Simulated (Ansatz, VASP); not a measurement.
## Na16Li in VASP and in Ansatz

```
Na Li
1.0
     8.46000    0.00000    0.00000
     0.00000    8.46000    0.00000
     0.00000    0.00000    8.46000
Na Li
16 1
Direct
  0.91538 0.98525 0.92647
  0.50586 0.00746 0.03879
  0.98292 0.52645 0.99924
  0.02684 0.99273 0.51998
  0.24161 0.29645 0.25354
  0.53990 0.49356 0.02241
  0.46653 0.01378 0.47220
  0.79806 0.22866 0.25529
  0.00719 0.51291 0.53146
  0.27849 0.69884 0.27180
  0.24163 0.23516 0.79975
  0.51479 0.47932 0.49317
  0.77801 0.77391 0.26487
  0.73012 0.24674 0.72707
  0.26312 0.76824 0.79429
  0.70136 0.75746 0.71777
  0.14086 0.98246 0.15977
```

Alike in both runs: functional PBE; k mesh 2 × 2 × 2; occupations gaussian, width 0.05 eV; no spin polarisation.

Ansatz relaxed the structure, and its values are those at the end. VASP's run is a single point on that final structure, the one shown.

|  | VASP | Ansatz |
| --- | --- | --- |
| version | VASP 6.6.1 | Ansatz 0.2.0 |
| potentials or method | VASP PAW PBE potentials, release 64 (Na_pv, Li_sv), cutoff 520 eV | scalar-relativistic, plane waves, PAW |
| valence electrons in the cell | 115 | 147 |

|  | VASP | Ansatz | Ansatz less VASP |
| --- | --- | --- | --- |
| rms of the force components (eV/Å) | 0.009 | 0.009 | -0.0001 |

VASP's potentials hold 115 valence electrons a cell and Ansatz's 147, so a difference there can come from the potentials and not from the codes.

The k mesh is coarse, so the values compare programs but aren't converged. Noted on VASP's run: the cutoff is under 1.25 times that of the potentials, so the pressure is a little rough.
